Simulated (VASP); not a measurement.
Here is a VASP 6.6.1 calculation.

Contents of INCAR:

```
ALGO = Normal ; EDIFF = 1E-6
ENCUT = 520 ; GGA = PE
ISIF = 2 ; ISMEAR = 0
LASPH = T ; LCHARG = F
LREAL = F ; LWAVE = F
NBANDS = 12 ; NELM = 80
PREC = Accurate ; SIGMA = 0.1
```

Contents of KPOINTS:

```
k-points
0
Gamma
  8 8 6
```

File POSCAR:

```
Ga
1.0
    1.3834717904     -2.4429495662      0.0000000000
    1.3834717904      2.4429495662      0.0000000000
    0.0000000000      0.0000000000      2.9082801441
Ga
1
Direct
    0.5000000000      0.5000000000      0.0000000000
```

Potentials or basis: VASP PAW PBE potentials, release 64 (Ga_d).

Command:

```bash
$ cat potpaw_PBE.64/Ga_d/POTCAR > POTCAR
$ mpirun -np 1 vasp_std > vasp.out
```

Problem. Estimate the pressure.

Solution. 0.2 GPa.

Stress tensor (GPa, compression positive):
```
 0.23  0.00  0.00
 0.00  0.45  0.00
 0.00  0.00 -0.11
```

Caveat: the k points lie up to 0.36 Å⁻¹ apart.
